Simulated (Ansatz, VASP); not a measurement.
One calculation of CoO, two programs

```xyz
2
Lattice="-1.5080 1.5080 2.1072 1.5080 -1.5080 2.1072 1.5080 1.5080 -2.1072" Properties=species:S:1:pos:R:3 pbc="T T T"
Co    0.0000    0.0000    0.0000
O     0.0000    0.0000    2.1072
```

Alike in both runs: task single point; functional PBE; k mesh 12 × 12 × 12; occupations gaussian, width 0.02 eV; collinear spin; Hubbard terms Co d U = 3.32 eV.

|  | VASP | Ansatz |
| --- | --- | --- |
| version | VASP 6.6.1 | Ansatz 0.2.0 |
| potentials or method | VASP PAW PBE potentials, release 64 (Co, O), cutoff 520 eV | scalar-relativistic, plane waves, PAW |
| valence electrons in the cell | 15 | 23 |

Ansatz gave:

```
pressure (GPa)                                                : 10.4
traceless stress, the component that is largest in VASP (GPa) : 1.52
net moment per atom (μB)                                      : 1.50
size of the moment on the site where the two differ most (μB) : 2.59
```

Estimate VASP's values.

pressure (GPa): 0.5; traceless stress, the component that is largest in VASP (GPa): -5.11; net moment per atom (μB): 1.50; size of the moment on the site where the two differ most (μB): 2.74.

Site moments also hang on the region over which each program counts them. The programs project onto different local orbitals, so the same U acts differently, and such runs can settle in different states. VASP's potentials hold 15 valence electrons a cell and Ansatz's 23, so a difference there can come from the potentials and not from the codes. Ansatz's warnings: stability check not made.
